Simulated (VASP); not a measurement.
# Cr (Im-3m) in VASP: further runs

The runs below take Cr through single point, with LDA.

All numbers are computed with VASP 6.6.1; they aren't measurements. Logs are shortened: lines on timing, memory, paths and dates and some standing lists are left out, and cuts for length are marked.

## 1. The cell of the first run

The structure is cubic, space group Im-3m (No. 229). The conventional cell has a = 2.884 Å, b = 2.884 Å, c = 2.884 Å, α = 90.00°, β = 90.00°, γ = 90.00°. Within 3.3 Å of Cr (site symmetry m-3m) lie 14 Cr at 2.50 to 2.88 Å.

## 2. Single point, LDA, collinear spin, ferromagnetic start

The input, INCAR:

```
PREC = Accurate ; ENCUT = 500
EDIFF = 1E-6 ; ISMEAR = 0
SIGMA = 0.05 ; LREAL = F
LASPH = T ; NELM = 200
ALGO = Normal ; ISIF = 2
LWAVE = F ; LCHARG = F
ISPIN = 2 ; MAGMOM = 0.45
LORBIT = 11 ; NUPDOWN = 0.45
LMAXMIX = 4 ; GGA = CA
NBANDS = 16 ; GGA_COMPAT = F
```

The input, KPOINTS:

```
Automatic mesh
0
Gamma
  14 14 14
```

The input, POSCAR:

```
Cr
1.0
   -1.4419500000      1.4419500000      1.4419500000
    1.4419500000     -1.4419500000      1.4419500000
    1.4419500000      1.4419500000     -1.4419500000
Cr
1
Direct
    0.0000000000      0.0000000000      0.0000000000
```

Potentials or basis: VASP PAW LDA potentials, release 64 (Cr_pv).

Run with:

```console
$ cat potpaw_LDA.64/Cr_pv/POTCAR > POTCAR
$ mpirun -np 1 vasp_std > vasp.out
```

OUTCAR:

```text
PREC = Accurate
   ENCUT = 500
   EDIFF = 1E-6
   ISMEAR = 0
   LREAL = F
   LASPH = T
   NELM = 200
   ISIF = 2
   ISPIN = 2
   LORBIT = 11
   NUPDOWN = 0.45
   GGA = CA

 ion  position               nearest neighbor table
   1  0.000  0.000  0.000-

  LATTYP: Found a body centered cubic cell.
 ALAT       =     2.8839000000

  Lattice vectors:

 A1 = (  -1.4419500000,   1.4419500000,   1.4419500000)
 A2 = (   1.4419500000,  -1.4419500000,   1.4419500000)
 A3 = (   1.4419500000,   1.4419500000,  -1.4419500000)

Analysis of symmetry for initial positions (statically):
=====================================================================
 Subroutine PRICEL returns:
 Original cell was already a primitive cell.

 Routine SETGRP: Setting up the symmetry group for a
 body centered cubic supercell.

 Subroutine GETGRP returns: Found 48 space group operations
[... 9 lines left out ...]

 Routine SETGRP: Setting up the symmetry group for a
 body centered cubic supercell.

 Subroutine GETGRP returns: Found 48 space group operations
 (whereof 48 operations were pure point group operations)
 out of a pool of 48 trial point group operations.

The dynamic configuration has the point symmetry O_h .

Analysis of structural, dynamic, and magnetic symmetry:
=====================================================================
 Subroutine PRICEL returns:
 Original cell was already a primitive cell.

 Routine SETGRP: Setting up the symmetry group for a
 body centered cubic supercell.

 Subroutine GETGRP returns: Found 48 space group operations
 (whereof 48 operations were pure point group operations)
 out of a pool of 48 trial point group operations.

The overall configuration has the point symmetry O_h .

 Subroutine INISYM returns: Found 48 space group operations
[... 5 lines left out ...]
                                     Primitive cell

  volume of cell :      11.9925

  direct lattice vectors                    reciprocal lattice vectors
    -1.441950000  1.441950000  1.441950000     0.000000000  0.346752661  0.346752661
     1.441950000 -1.441950000  1.441950000     0.346752661  0.000000000  0.346752661
     1.441950000  1.441950000 -1.441950000     0.346752661  0.346752661  0.000000000

  length of vectors
     2.497530662  2.497530662  2.497530662     0.490382316  0.490382316  0.490382316

  position of ions in fractional coordinates (direct lattice)
     0.000000000  0.000000000  0.000000000

  ion indices of the primitive-cell ions
   primitive index   ion index
                 1           1

----------------------------------------------------------------------------------------

 KPOINTS: Automatic mesh

Automatic generation of k-mesh.
 Grid dimensions read from file:
 generate k-points for:   14   14   14

 Generating k-lattice:

  Cartesian coordinates                     Fractional coordinates (reciprocal lattice)
     0.000000000  0.024768047  0.024768047     0.071428571  0.000000000  0.000000000
     0.024768047  0.000000000  0.024768047     0.000000000  0.071428571  0.000000000
     0.024768047  0.024768047  0.000000000     0.000000000  0.000000000  0.071428571

  Length of vectors
     0.035027308  0.035027308  0.035027308

  Shift w.r.t. Gamma in fractional coordinates (k-lattice)
     0.000000000  0.000000000  0.000000000

 Subroutine IBZKPT returns following result:
 ===========================================

 Found    104 irreducible k-points:

 Following reciprocal coordinates:
            Coordinates               Weight
  0.000000  0.000000  0.000000      1.000000
  0.071429  0.000000  0.000000     12.000000
  0.142857  0.000000  0.000000     12.000000
  0.214286  0.000000  0.000000     12.000000
  0.285714  0.000000  0.000000     12.000000
  0.357143  0.000000  0.000000     12.000000
[... 16 lines left out ...]
  0.285714  0.285714  0.000000     24.000000
  0.357143  0.285714 -0.000000     24.000000
 [... further k-points ...]
   k-points           NKPTS =    104   k-points in BZ     NKDIM =    104   number of bands    NBANDS=     16
   number of dos      NEDOS =    301   number of ions     NIONS =      1
   total plane-waves  NPLWV =   5832
   dimension x,y,z NGX =    18 NGY =   18 NGZ =   18
   dimension x,y,z NGXF=    36 NGYF=   36 NGZF=   36
   ions per type =               1
   NGX,Y,Z   is equivalent  to a cutoff of  11.98, 11.98, 11.98 a.u.
   NGXF,Y,Z  is equivalent  to a cutoff of  23.96, 23.96, 23.96 a.u.
 SYSTEM =  unknown system
   PREC   = accura    normal or accurate (medium, high low for compatibility)
   ISTART =      0    job   : 0-new  1-cont  2-samecut
   ICHARG =      2    charge: 1-file 2-atom 10-const
   ISPIN  =      2    spin polarized calculation?
   LNONCOLLINEAR =      F non collinear calculations
   LSORBIT =      F    spin-orbit coupling
   LASPH  =      T    aspherical Exc in radial PAW
   ENCUT  =  500.0 eV  36.75 Ry    6.06 a.u.   4.55  4.55  4.55*2*pi/ulx,y,z
   NELM   =    200;   NELMIN=  2; NELMDL= -5     # of ELM steps
   EDIFF  = 0.1E-05   stopping-criterion for ELM
   LREAL  =      F    real-space projection
   EDIFFG = 0.1E-04   stopping-criterion for IOM
   NSW    =      0    number of steps for IOM
   IBRION =     -1    ionic relax: 0-MD 1-quasi-New 2-CG
   NFREE  =      0    steps in history (QN), initial steepest desc. (CG)
   ISIF   =      2    stress and relaxation
   ISYM   =      2    0-nonsym 1-usesym 2-fastsym
   POTIM  = 0.5000    time-step for ionic-motion
   TEBEG  =    0.0;   TEEND  =   0.0 temperature during run
   PSTRESS=    0.0 pullay stress
   NELECT =      12.0000    total number of electrons
   NUPDOWN=       0.4500    fix difference up-down
   EMIN   =  10.00;   EMAX   =-10.00  energy-range for DOS
   EFERMI =   0.00;   METHOD = LEGACY
   ISMEAR =     0;   SIGMA  =   0.05  broadening in eV -4-tet -1-fermi 0-gaus
   EFERMI_NEDOS =   21; number of points for ismear=-14 and -15
   IALGO  =     38    algorithm
   IMIX   =      4    mixing-type and parameters
     AMIX     =   0.40;   BMIX     =  1.00
     AMIX_MAG =   1.60;   BMIX_MAG =  1.00
  volume/ion in A,a.u.               =      11.99        80.93
  Fermi-wavevector in a.u.,A,eV,Ry     =   1.637439  3.094310 36.480015  2.681205
  Thomas-Fermi vector in A             =   2.728578
   LORBIT       =     11    0 simple, 1 ext, 2 COOP (PROOUT), +10 PAW based schemes
   GGA     = CA    functional components
   LHFCALC =     F    Hartree Fock is set to
   AEXX    =    0.0000 exact exchange contribution
   IVDW    =     0    specifies the selected vdW correction
   LEPSILON=     F    determine dielectric tensor
   LRPA    =     F    only Hartree local field effects (RPA)
 spin polarized calculation
 Gauss-broadening in eV      SIGMA  =   0.05
  energy-cutoff  :      500.00
  volume of cell :       11.99
 maximum number of plane-waves:       321
   NGX =  9   NGY =  9   NGZ =  9

 number of electron      11.9999982 magnetization       0.4499999

 Free energy of the ion-electron system (eV)
  ---------------------------------------------------
  ext. energy  EPLUGINS =         0.00000000
  ---------------------------------------------------
  free energy    TOTEN  =       -10.43369579 eV

  energy without entropy =      -10.43211074  energy(sigma->0) =      -10.43290327

 E-fermi :   9.7134     XC(G=0): -13.7765

 val. band max:       10.5225415026   @ k =  -0.3571   0.3571   0.1429
 cond. band min:       9.7331455323   @ k =  -0.4286   0.5000   0.2143
 fundamental gap:     -0.7893959703
 Fermi energy:        10.5404574403

 spin component 1

 k-point     1 :       0.0000    0.0000    0.0000
  band No.  band energies     occupation
      1     -32.2456      1.00000
      2     -32.2456      1.00000
      3     -32.2456      1.00000
      4       2.5129      1.00000
      5       9.2535      1.00000
      6       9.2535      1.00000
[... 8 lines left out ...]
     15      39.4353      0.00000
     16      43.4682      0.00000

 k-point     2 :       0.0714    0.0000    0.0000
  band No.  band energies     occupation
      1     -32.2888      1.00000
      2     -32.2589      1.00000
      3     -32.2458      1.00000
      4       2.7296      1.00000
      5       9.1722      1.00000
      6       9.2399      1.00000
[... 8 lines left out ...]
     15      39.8233      0.00000
     16      41.2407      0.00000
[... 387 lines left out ...]
      5       7.8524      1.00000
      6       8.5244      1.00000
[... 8 lines left out ...]
     15      38.0593      0.00000
     16      46.3920      0.00000

 k-point    24 :       0.3571    0.2857   -0.0000
  band No.  band energies     occupation
      1     -32.8825      1.00000
      2     -32.7526      1.00000
      3     -32.3476      1.00000
      4       7.2859      1.00000
      5       7.9555      1.00000
      6       8.3928      1.00000
[... 8 lines left out ...]
     15      37.5186      0.00000
     16      46.3954      0.00000

 [... further k-points ...]

 spin component 2

 k-point     1 :       0.0000    0.0000    0.0000
  band No.  band energies     occupation
      1     -31.8713      1.00000
      2     -31.8713      1.00000
      3     -31.8713      1.00000
      4       2.7023      1.00000
      5       9.6145      0.99741
      6       9.6145      0.99741
[... 8 lines left out ...]
     15      39.5982      0.00000
     16      43.7417      0.00000

 k-point     2 :       0.0714    0.0000    0.0000
  band No.  band energies     occupation
      1     -31.9150      1.00000
      2     -31.8848      1.00000
      3     -31.8715      1.00000
      4       2.9193      1.00000
      5       9.5318      1.00000
      6       9.5996      0.99936
[... 8 lines left out ...]
     15      39.9940      0.00000
     16      41.4967      0.00000
[... 387 lines left out ...]
      5       8.1359      1.00000
      6       8.8079      1.00000
[... 8 lines left out ...]
     15      38.2566      0.00000
     16      46.6084      0.00000

 k-point    24 :       0.3571    0.2857   -0.0000
  band No.  band energies     occupation
      1     -32.5137      1.00000
      2     -32.3825      1.00000
      3     -31.9742      1.00000
      4       7.5920      1.00000
      5       8.2452      1.00000
      6       8.6632      1.00000
[... 8 lines left out ...]
     15      37.7113      0.00000
     16      46.6123      0.00000

 [... further k-points ...]
[... 5 lines left out ...]
  --------------------------------------------------------------------------------------
  -------------------------------------------------------------------------------------
  Total       -1.7141593     -1.7141593     -1.7141593      0.0000000     -0.0000000      0.0000000
  in kB     -229.0082763   -229.0082763   -229.0082763      0.0000000     -0.0000000      0.0000000
  external PRESSURE =    -229.0082763 kB  Pullay stress =       0.0000000 kB

 VOLUME and BASIS-vectors are now :
 -----------------------------------------------------------------------------
  energy-cutoff  :      500.00
  volume of cell :       11.99
      direct lattice vectors                 reciprocal lattice vectors
    -1.441950000  1.441950000  1.441950000     0.000000000  0.346752661  0.346752661
     1.441950000 -1.441950000  1.441950000     0.346752661  0.000000000  0.346752661
     1.441950000  1.441950000 -1.441950000     0.346752661  0.346752661  0.000000000

 POSITION                                       TOTAL-FORCE (eV/Angst)
 -----------------------------------------------------------------------------------
      0.00000      0.00000      0.00000        -0.000000      0.000000     -0.000000
 -----------------------------------------------------------------------------------
    total drift:                                0.000000      0.000000      0.000000

  FREE ENERGIE OF THE ION-ELECTRON SYSTEM (eV)
  ---------------------------------------------------
  free  energy   TOTEN  =       -10.4336957938 eV

  energy  without entropy=      -10.4321107445  energy(sigma->0) =      -10.43290327

 total charge

# of ion       s       p       d       tot
------------------------------------------
    1        0.414   6.369   4.205  10.989

 magnetization (x)

# of ion       s       p       d       tot
------------------------------------------
    1        0.003   0.027   0.383   0.414
```

Run time: 13 s. Hardware: 1 thread of Intel Xeon 6975P-C (Granite Rapids), shared host; peak memory 0.13 GiB.

Results:

```yaml
Free_energy: -10.4337 eV
Pressure: -22.9 GPa
Net_moment: 0.45 μB per cell
Site_moments: Cr +0.41 μB
Valence_electrons_inside_the_program's_atomic_spheres: Cr 10.99
```

Caveat: the total moment is fixed, so each spin has its own Fermi level.

## 3. Single point, LDA, collinear spin, ferromagnetic start

The input, INCAR:

```
PREC = Accurate
ENCUT = 500
EDIFF = 1E-6
ISMEAR = 0
SIGMA = 0.05
LREAL = F
LASPH = T
NELM = 200
ALGO = Normal
ISIF = 2
LWAVE = F
LCHARG = F
ISPIN = 2
MAGMOM = 0.9
LORBIT = 11
NUPDOWN = 0.9
LMAXMIX = 4
GGA = CA
NBANDS = 16
GGA_COMPAT = F
```

The input, KPOINTS:

```
regular mesh
0
Gamma
  14 14 14
```

POSCAR is that of step 2.

Potentials or basis: VASP PAW LDA potentials, release 64 (Cr_pv).

Run with:

```console
$ cat potpaw_LDA.64/Cr_pv/POTCAR > POTCAR
$ mpirun -np 1 vasp_std > vasp.out
```

Wall time 13 s (1 thread of Intel Xeon 6975P-C (Granite Rapids), shared host); peak memory 0.13 GiB.

Results (log left out):

| Item | Value |
| --- | --- |
| Free energy | -10.2080 eV |
| Pressure | -17.6 GPa |
| Net moment | 0.90 μB per cell |
| Site moments | Cr +0.83 μB |
| Valence electrons inside the program's atomic spheres | Cr 10.99 |

Caveat: the total moment is fixed, so each spin has its own Fermi level.

## 4. Single point, LDA, collinear spin, ferromagnetic start

The input, INCAR:

```
SYSTEM = Cr
  ALGO = Normal
  EDIFF = 1E-6
  ENCUT = 500
  GGA_COMPAT = .False.
  ISIF = 2
  ISMEAR = 0
  ISPIN = 2
  LASPH = .True.
  LCHARG = .True.
  LELF = .True.
  LMAXMIX = 4
  LORBIT = 11
  LREAL = .False.
  LVHAR = .True.
  LWAVE = .False.
  MAGMOM = 1.35
  NBANDS = 16
  NELM = 200
  NUPDOWN = 1.35
  PREC = Accurate
  SIGMA = 0.05
```

The input, KPOINTS:

```
k-points
0
Gamma
  14 14 14
  0 0 0
```

POSCAR is that of step 3.

Run with:

```console
$ cat potpaw_LDA.64/Cr_pv/POTCAR > POTCAR
$ mpirun -np 1 vasp_std > vasp.out
```

It took 14 s on 1 thread of Intel Xeon 6975P-C (Granite Rapids), shared host; peak memory 0.13 GiB.

The run converged. Its results:

* Free energy: -9.9272 eV
* Pressure: -10.1 GPa
* Net moment: 1.35 μB per cell
* Site moments: Cr +1.25 μB
* Valence electrons inside the program's atomic spheres: Cr 11.00

Caveat: the total moment is fixed, so each spin has its own Fermi level.

## 5. Single point, LDA, collinear spin, ferromagnetic start

The input, INCAR:

```
SYSTEM = Cr
PREC = Accurate
ENCUT = 500
EDIFF = 1E-6
ISMEAR = 0
SIGMA = 0.05
LREAL = .False.
LASPH = .True.
NELM = 200
ALGO = Normal
ISIF = 2
LWAVE = .False.
LCHARG = .False.
ISPIN = 2
MAGMOM = 1.8
LORBIT = 11
NUPDOWN = 1.8
LMAXMIX = 4
GGA = CA
NBANDS = 16
GGA_COMPAT = .False.
```

The input, KPOINTS:

```
Automatic mesh
0
Gamma
  14 14 14
  0 0 0
```

POSCAR is that of step 4.

Potentials or basis: VASP PAW LDA potentials, release 64 (Cr_pv).

Run with:

```console
$ cat potpaw_LDA.64/Cr_pv/POTCAR > POTCAR
$ mpirun -np 1 vasp_std > vasp.out
```

OUTCAR:

```text
SYSTEM = Cr
   PREC = Accurate
   ENCUT = 500
   EDIFF = 1E-6
   ISMEAR = 0
   LREAL = .False.
   LASPH = .True.
   NELM = 200
   ISIF = 2
   ISPIN = 2
   LORBIT = 11
   NUPDOWN = 1.8
   GGA = CA

 ion  position               nearest neighbor table
   1  0.000  0.000  0.000-

  LATTYP: Found a body centered cubic cell.
 ALAT       =     2.8839000000

  Lattice vectors:
[... 1121 lines left out ...]
  Direction    XX          YY          ZZ          XY          YZ          ZX
  --------------------------------------------------------------------------------------
  -------------------------------------------------------------------------------------
  Total       -0.0801446     -0.0801446     -0.0801446      0.0000000      0.0000000     -0.0000000
  in kB      -10.7071600    -10.7071600    -10.7071600      0.0000000      0.0000000     -0.0000000
  external PRESSURE =     -10.7071600 kB  Pullay stress =       0.0000000 kB

 VOLUME and BASIS-vectors are now :
 -----------------------------------------------------------------------------
  energy-cutoff  :      500.00
  volume of cell :       11.99
      direct lattice vectors                 reciprocal lattice vectors
    -1.441950000  1.441950000  1.441950000     0.000000000  0.346752661  0.346752661
     1.441950000 -1.441950000  1.441950000     0.346752661  0.000000000  0.346752661
     1.441950000  1.441950000 -1.441950000     0.346752661  0.346752661  0.000000000

 POSITION                                       TOTAL-FORCE (eV/Angst)
 -----------------------------------------------------------------------------------
      0.00000      0.00000      0.00000        -0.000000      0.000000     -0.000000
 -----------------------------------------------------------------------------------
    total drift:                                0.000000      0.000000      0.000000

  FREE ENERGIE OF THE ION-ELECTRON SYSTEM (eV)
  ---------------------------------------------------
  free  energy   TOTEN  =        -9.6238781262 eV

  energy  without entropy=       -9.6208156403  energy(sigma->0) =       -9.62234688

 total charge

# of ion       s       p       d       tot
------------------------------------------
    1        0.414   6.346   4.253  11.013

 magnetization (x)

# of ion       s       p       d       tot
------------------------------------------
    1        0.010   0.082   1.574   1.666
```

It took 13 s on 1 thread of Intel Xeon 6975P-C (Granite Rapids), shared host; peak memory 0.14 GiB.

What came out:

- Free energy: -9.6239 eV
- Pressure: -1.1 GPa
- Net moment: 1.80 μB per cell
- Site moments: Cr +1.67 μB
- Valence electrons inside the program's atomic spheres: Cr 11.01

Caveat: the total moment is fixed, so each spin has its own Fermi level.

## 6. Summary

| fixed moment (μB) | pressure (GPa) | moment (μB) |
| --- | --- | --- |
| 0.45 | -22.9 | 0.45 |
| 0.9 | -17.6 | 0.90 |
| 1.35 | -10.1 | 1.35 |
| 1.8 | -1.1 | 1.80 |

Alike in all rows: task single point; level LDA; potentials or basis VASP PAW LDA potentials, release 64 (Cr_pv); spin collinear, ferromagnetic start; cell as given; k mesh 14 × 14 × 14; cutoff (eV) 500; smearing gaussian 0.05 eV.

Caveats: the total moment is fixed, so each spin has its own Fermi level.

Total energies depend on the potentials used, so only differences within one code and one set of settings carry meaning.
